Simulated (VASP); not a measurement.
# BeS in VASP: notebook

BeS is run at these levels: PBE; tasks: single point.

All numbers are computed with VASP 6.6.1; they aren't measurements. Logs are shortened: lines on timing, memory, paths and dates and some standing lists are left out, and cuts for length are marked.

### Step 1. The cell of the first run

The structure is tetragonal, space group I4/mmm (No. 139). The conventional cell has a = 3.294 Å, b = 3.294 Å, c = 4.615 Å, α = 90.00°, β = 90.00°, γ = 90.00°. Be (site symmetry 4/mmm) has 6 S at 2.31 to 2.33 Å within 3.0 Å. Within 3.0 Å of S (site symmetry 4/mmm) lie 6 Be at 2.31 to 2.33 Å.

### Step 2. Single point, PBE (epitaxial xy strain +0.5%)

INCAR reads:

```
ALGO     = Normal         # electronic algorithm
EDIFF    = 1E-6           # SCF threshold, eV
ENCUT    = 520            # plane-wave cutoff, eV
GGA      = PE             # functional
ISIF     = 2              # what is computed and relaxed
ISMEAR   = -1             # smearing method
LASPH    = T              # aspherical terms in the spheres
LCHARG   = T              # write CHGCAR
LELF     = T              # ELF
LREAL    = F              # projectors in reciprocal space
LVHAR    = T            
LWAVE    = F              # write WAVECAR
NBANDS   = 11             # bands
NELM     = 100            # most SCF steps
PREC     = Accurate       # precision mode
SIGMA    = 0.02           # smearing width, eV
```

KPOINTS reads:

```
k-points
0
Gamma
  10 10 10
```

POSCAR reads:

```
BeS
1.0
    0.0000000000      2.3288836829      2.3073523921
    2.3288836829      0.0000000000      2.3073523921
    2.3288836829      2.3288836829      0.0000000000
Be S
1 1
Direct
    0.0000000000      0.0000000000      0.0000000000
    0.5000000000      0.5000000000      0.5000000000
```

Potentials or basis: VASP PAW PBE potentials, release 64 (Be, S).

Run with:

```
> cat potpaw_PBE.64/Be/POTCAR potpaw_PBE.64/S/POTCAR > POTCAR
> mpirun -np 1 vasp_std > vasp.out
```

OUTCAR:

```text
EDIFF = 1E-6
   ENCUT = 520
   GGA = PE
   ISIF = 2
   ISMEAR = -1
   LASPH = T
   LREAL = F
   NELM = 100
   PREC = Accurate

 ion  position               nearest neighbor table
   1  0.000  0.000  0.000-   2 2.31   2 2.31   2 2.33   2 2.33   2 2.33   2 2.33
   2  0.500  0.500  0.500-   1 2.31   1 2.31   1 2.33   1 2.33   1 2.33   1 2.33

  LATTYP: Found a body centered tetragonal cell.
 ALAT       =     3.2935388895
 C/A-ratio  =     1.4011386958

  Lattice vectors:

 A1 = (   0.0000000000,  -2.3288836829,  -2.3073523921)
 A2 = (   0.0000000000,   2.3288836829,  -2.3073523921)
 A3 = (   2.3288836829,   0.0000000000,   2.3073523921)

Analysis of symmetry for initial positions (statically):
=====================================================================
 Subroutine PRICEL returns:
 Original cell was already a primitive cell.

 Routine SETGRP: Setting up the symmetry group for a
 body centered tetragonal supercell.

 Subroutine GETGRP returns: Found 16 space group operations
 (whereof 16 operations were pure point group operations)
 out of a pool of 16 trial point group operations.

The static configuration has the point symmetry D_4h.

Analysis of symmetry for dynamics (positions and initial velocities):
=====================================================================
 Subroutine PRICEL returns:
 Original cell was already a primitive cell.

 Routine SETGRP: Setting up the symmetry group for a
 body centered tetragonal supercell.

 Subroutine GETGRP returns: Found 16 space group operations
 (whereof 16 operations were pure point group operations)
 out of a pool of 16 trial point group operations.

The dynamic configuration has the point symmetry D_4h.

 Subroutine INISYM returns: Found 16 space group operations
 (whereof 16 operations are pure point group operations),
 and found     1 'primitive' translations

----------------------------------------------------------------------------------------

                                     Primitive cell

  volume of cell :      25.0288

  direct lattice vectors                    reciprocal lattice vectors
     0.000000000  2.328883683  2.307352392    -0.214695136  0.214695136  0.216698586
     2.328883683  0.000000000  2.307352392     0.214695136 -0.214695136  0.216698586
     2.328883683  2.328883683  0.000000000     0.214695136  0.214695136 -0.216698586

  length of vectors
     3.278349321  3.278349321  3.293538890     0.373023163  0.373023163  0.373023163

  position of ions in fractional coordinates (direct lattice)
     0.000000000  0.000000000  0.000000000
     0.500000000  0.500000000  0.500000000

  ion indices of the primitive-cell ions
   primitive index   ion index
                 1           1
                 2           2

----------------------------------------------------------------------------------------

 KPOINTS: k-points

Automatic generation of k-mesh.
 Grid dimensions read from file:
 generate k-points for:   10   10   10

 Generating k-lattice:

  Cartesian coordinates                     Fractional coordinates (reciprocal lattice)
    -0.021469514  0.021469514  0.021669859     0.100000000  0.000000000  0.000000000
     0.021469514 -0.021469514  0.021669859     0.000000000  0.100000000  0.000000000
     0.021469514  0.021469514 -0.021669859     0.000000000  0.000000000  0.100000000

  Length of vectors
     0.037302316  0.037302316  0.037302316

  Shift w.r.t. Gamma in fractional coordinates (k-lattice)
     0.000000000  0.000000000  0.000000000

 Subroutine IBZKPT returns following result:
 ===========================================

 Found    102 irreducible k-points:

 Following reciprocal coordinates:
            Coordinates               Weight
  0.000000  0.000000  0.000000      1.000000
  0.100000  0.000000  0.000000      8.000000
  0.200000  0.000000  0.000000      8.000000
  0.300000  0.000000  0.000000      8.000000
  0.400000  0.000000  0.000000      8.000000
  0.500000  0.000000  0.000000      4.000000
[... 16 lines left out ...]
  0.300000  0.300000  0.000000      2.000000
  0.400000  0.300000  0.000000      8.000000
 [... further k-points ...]
   k-points           NKPTS =    102   k-points in BZ     NKDIM =    102   number of bands    NBANDS=     11
   number of dos      NEDOS =    301   number of ions     NIONS =      2
   total plane-waves  NPLWV =  13824
   dimension x,y,z NGX =    24 NGY =   24 NGZ =   24
   dimension x,y,z NGXF=    48 NGYF=   48 NGZF=   48
   ions per type =               1   1
   NGX,Y,Z   is equivalent  to a cutoff of  12.17, 12.17, 12.11 a.u.
   NGXF,Y,Z  is equivalent  to a cutoff of  24.34, 24.34, 24.23 a.u.
 SYSTEM =  unknown system
   PREC   = accura    normal or accurate (medium, high low for compatibility)
   ISTART =      0    job   : 0-new  1-cont  2-samecut
   ICHARG =      2    charge: 1-file 2-atom 10-const
   ISPIN  =      1    spin polarized calculation?
   LNONCOLLINEAR =      F non collinear calculations
   LSORBIT =      F    spin-orbit coupling
   LASPH  =      T    aspherical Exc in radial PAW
   ENCUT  =  520.0 eV  38.22 Ry    6.18 a.u.   6.10  6.10  6.12*2*pi/ulx,y,z
   NELM   =    100;   NELMIN=  2; NELMDL= -5     # of ELM steps
   EDIFF  = 0.1E-05   stopping-criterion for ELM
   LREAL  =      F    real-space projection
   EDIFFG = 0.1E-04   stopping-criterion for IOM
   NSW    =      0    number of steps for IOM
   IBRION =     -1    ionic relax: 0-MD 1-quasi-New 2-CG
   NFREE  =      0    steps in history (QN), initial steepest desc. (CG)
   ISIF   =      2    stress and relaxation
   ISYM   =      2    0-nonsym 1-usesym 2-fastsym
   POTIM  = 0.5000    time-step for ionic-motion
   TEBEG  =    0.0;   TEEND  =   0.0 temperature during run
   PSTRESS=    0.0 pullay stress
   NELECT =       8.0000    total number of electrons
   NUPDOWN=      -1.0000    fix difference up-down
   EMIN   =  10.00;   EMAX   =-10.00  energy-range for DOS
   EFERMI =   0.00;   METHOD = LEGACY
   ISMEAR =    -1;   SIGMA  =   0.02  broadening in eV -4-tet -1-fermi 0-gaus
   EFERMI_NEDOS =   21; number of points for ismear=-14 and -15
   IALGO  =     38    algorithm
   IMIX   =      4    mixing-type and parameters
     AMIX     =   0.40;   BMIX     =  1.00
     AMIX_MAG =   1.60;   BMIX_MAG =  1.00
  volume/ion in A,a.u.               =      12.51        84.45
  Fermi-wavevector in a.u.,A,eV,Ry     =   1.119330  2.115228 17.046748  1.252901
  Thomas-Fermi vector in A             =   2.255969
   LORBIT       =      0    0 simple, 1 ext, 2 COOP (PROOUT), +10 PAW based schemes
   GGA     = PE    functional components
   LHFCALC =     F    Hartree Fock is set to
   AEXX    =    0.0000 exact exchange contribution
   IVDW    =     0    specifies the selected vdW correction
   LEPSILON=     F    determine dielectric tensor
   LRPA    =     F    only Hartree local field effects (RPA)
 non-spin polarized calculation
  energy-cutoff  :      520.00
  volume of cell :       25.03
 maximum number of plane-waves:       692
   NGX = 13   NGY = 13   NGZ = 13

 number of electron       7.9999998 magnetization

 Free energy of the ion-electron system (eV)
  ---------------------------------------------------
  ext. energy  EPLUGINS =         0.00000000
  ---------------------------------------------------
  free energy    TOTEN  =        -8.89349930 eV

  energy without entropy =       -8.89349930  energy(sigma->0) =       -8.89349930

 E-fermi :   6.9921     XC(G=0): -10.5839

 val. band max:        6.4759920895   @ k =  -0.2000   0.1000   0.0000
 cond. band min:       7.4370110292   @ k =   0.5000   0.5000   0.0000
 fundamental gap:      0.9610189397
 Fermi energy:         6.9921193318

 k-point     1 :       0.0000    0.0000    0.0000
  band No.  band energies     occupation
      1      -8.5148      2.00000
      2       6.1515      2.00000
      3       6.2638      2.00000
      4       6.2638      2.00000
      5      11.7444      0.00000
      6      15.3271      0.00000
      7      15.3271      0.00000
      8      15.4389      0.00000
      9      15.9729      0.00000
     10      15.9729      0.00000
     11      16.2951      0.00000

 k-point     2 :       0.1000    0.0000    0.0000
  band No.  band energies     occupation
      1      -8.3681      2.00000
      2       5.3056      2.00000
      3       6.1567      2.00000
      4       6.2156      2.00000
      5      12.1502      0.00000
      6      14.5887      0.00000
      7      14.7336      0.00000
      8      14.9347      0.00000
      9      15.8682      0.00000
     10      15.9307      0.00000
     11      16.5480      0.00000

 k-point     3 :       0.2000    0.0000    0.0000
  band No.  band energies     occupation
      1      -7.9437      2.00000
      2       3.4418      2.00000
      3       6.0831      2.00000
      4       6.1124      2.00000
      5      11.9766      0.00000
      6      12.9467      0.00000
      7      13.0875      0.00000
      8      15.5437      0.00000
      9      16.9593      0.00000
     10      16.9787      0.00000
     11      17.0306      0.00000

 k-point     4 :       0.3000    0.0000    0.0000
  band No.  band energies     occupation
      1      -7.3026      2.00000
      2       1.5135      2.00000
      3       6.0282      2.00000
      4       6.0368      2.00000
      5      11.2962      0.00000
      6      11.6129      0.00000
      7      11.7286      0.00000
      8      16.3833      0.00000
      9      18.2153      0.00000
     10      18.6374      0.00000
     11      18.6593      0.00000
[... 239 lines left out ...]
 k-point    22 :      -0.2000    0.2000    0.0000
  band No.  band energies     occupation
      1      -7.0801      2.00000
      2       2.1339      2.00000
      3       3.4262      2.00000
      4       6.3189      2.00000
      5      11.2003      0.00000
      6      11.2506      0.00000
      7      14.7160      0.00000
      8      14.9464      0.00000
      9      17.3491      0.00000
     10      18.5163      0.00000
     11      22.0890      0.00000

 k-point    23 :       0.3000    0.3000    0.0000
  band No.  band energies     occupation
      1      -6.8257      2.00000
      2       2.4035      2.00000
      3       4.1213      2.00000
      4       4.1213      2.00000
      5       8.7802      0.00000
      6      11.8771      0.00000
      7      16.6857      0.00000
      8      16.6857      0.00000
      9      16.7519      0.00000
     10      20.3267      0.00000
     11      22.4391      0.00000

 k-point    24 :       0.4000    0.3000    0.0000
  band No.  band energies     occupation
      1      -6.2449      2.00000
      2       1.3436      2.00000
      3       3.5137      2.00000
      4       3.8956      2.00000
      5       8.4635      0.00000
      6      11.9645      0.00000
      7      16.1754      0.00000
      8      16.5644      0.00000
      9      18.2557      0.00000
     10      21.9941      0.00000
     11      23.7069      0.00000

 [... further k-points ...]

------------------------ aborting loop because EDIFF is reached ----------------------------------------

  FORCE on cell =-STRESS in cart. coord.  units (eV):
  Direction    XX          YY          ZZ          XY          YZ          ZX
  --------------------------------------------------------------------------------------
  -------------------------------------------------------------------------------------
  Total       -0.2076198     -0.2076198     -0.0670923      0.0000000      0.0000000     -0.0000000
  in kB      -13.2904560    -13.2904560     -4.2948105      0.0000000      0.0000000     -0.0000000
  external PRESSURE =     -10.2919075 kB  Pullay stress =       0.0000000 kB

 VOLUME and BASIS-vectors are now :
 -----------------------------------------------------------------------------
  energy-cutoff  :      520.00
  volume of cell :       25.03
      direct lattice vectors                 reciprocal lattice vectors
     0.000000000  2.328883683  2.307352392    -0.214695136  0.214695136  0.216698586
     2.328883683  0.000000000  2.307352392     0.214695136 -0.214695136  0.216698586
     2.328883683  2.328883683  0.000000000     0.214695136  0.214695136 -0.216698586

 POSITION                                       TOTAL-FORCE (eV/Angst)
 -----------------------------------------------------------------------------------
      0.00000      0.00000      0.00000        -0.000000      0.000000     -0.000000
      2.32888      2.32888      2.30735         0.000000     -0.000000      0.000000
 -----------------------------------------------------------------------------------
    total drift:                               -0.000000     -0.000000      0.000000

  FREE ENERGIE OF THE ION-ELECTRON SYSTEM (eV)
  ---------------------------------------------------
  free  energy   TOTEN  =        -8.8934992998 eV

  energy  without entropy=       -8.8934992998  energy(sigma->0) =       -8.89349930
```

Run time: 17 s. Hardware: 1 thread of Intel Xeon Platinum 8488C (Sapphire Rapids), shared host; peak memory 0.15 GiB.

Results:

```
Free energy            : -8.8935 eV
Pressure               : -1.0 GPa
Band gap on the k mesh : 0.96 eV, indirect (least direct gap 4.07 eV)
```

Stress tensor (GPa, compression positive):
```
-1.33  0.00  0.00
 0.00 -1.33  0.00
 0.00  0.00 -0.43
```

Levels at points of the mesh, in eV from the valence-band top:
| k point | band 1 | band 2 | band 3 | band 4 | band 5 | band 6 | band 7 | band 8 |
| --- | --- | --- | --- | --- | --- | --- | --- | --- |
| (0.00, 0.00, 0.00) | -14.99 | -0.32 | -0.21 | -0.21 | 5.27 | 8.85 | 8.85 | 8.96 |
| (0.50, 0.00, 0.00) | -12.76 | -7.12 | -0.48 | -0.43 | 3.97 | 4.00 | 4.20 | 10.18 |
| (0.50, 0.50, 0.00) | -11.68 | -6.67 | -3.14 | -3.14 | 0.96 | 4.38 | 11.72 | 11.72 |
| (0.50, 0.00, 0.50) | -11.75 | -6.68 | -3.15 | -3.01 | 1.06 | 4.43 | 11.61 | 11.96 |

Caveat: the cell differs from its parent crystal (epitaxial xy strain +0.5%). A k mesh can miss the band edges.

### Step 3. Single point, PBE (epitaxial 111 strain +5.0%)

INCAR reads:

```
ALGO = Normal
EDIFF = 1E-6
ENCUT = 520
GGA = PE
ISIF = 2
ISMEAR = -1
LASPH = True
LCHARG = False
LREAL = False
LWAVE = False
NBANDS = 11
NELM = 80
PREC = Accurate
SIGMA = 0.02
```

KPOINTS is that of step 2.

POSCAR reads:

```
BeS
1.0
   -0.0927196089      2.3404424479      2.3404424479
    2.3404424479     -0.0927196089      2.3404424479
    2.3404424479      2.3404424479     -0.0927196089
Be S
1 1
Direct
    0.0000000000      0.0000000000      0.0000000000
    0.5000000000      0.5000000000      0.5000000000
```

Potentials or basis: VASP PAW PBE potentials, release 64 (Be, S).

Run with:

```
> cat potpaw_PBE.64/Be/POTCAR potpaw_PBE.64/S/POTCAR > POTCAR
> mpirun -np 1 vasp_std > vasp.out
```

Run time: 36 s. Hardware: 1 thread of Intel Xeon Platinum 8488C (Sapphire Rapids), shared host; peak memory 0.17 GiB.

Results (log left out):

- Free energy: -8.7910 eV
- Pressure: -8.2 GPa
- Band gap on the k mesh: 0.67 eV, indirect (least direct gap 3.37 eV)

Stress tensor (GPa, compression positive):
```
-8.15  3.76  3.76
 3.76 -8.15  3.76
 3.76  3.76 -8.15
```

Levels at points of the mesh, in eV from the valence-band top:
| k point | band 1 | band 2 | band 3 | band 4 | band 5 | band 6 | band 7 | band 8 |
| --- | --- | --- | --- | --- | --- | --- | --- | --- |
| (0.00, 0.00, 0.00) | -14.59 | -0.74 | -0.74 | 0.00 | 4.02 | 8.32 | 8.32 | 8.79 |
| (0.50, 0.00, 0.00) | -12.70 | -6.88 | -0.70 | -0.39 | 3.69 | 3.77 | 4.48 | 9.26 |
| (0.50, 0.50, 0.00) | -11.76 | -6.31 | -3.37 | -2.70 | 0.67 | 4.53 | 10.57 | 10.81 |
| (0.50, 0.50, 0.50) | -12.37 | -6.57 | -1.00 | -1.00 | 3.18 | 3.41 | 3.41 | 8.68 |

Caveat: the cell differs from its parent crystal (epitaxial 111 strain +5.0%).
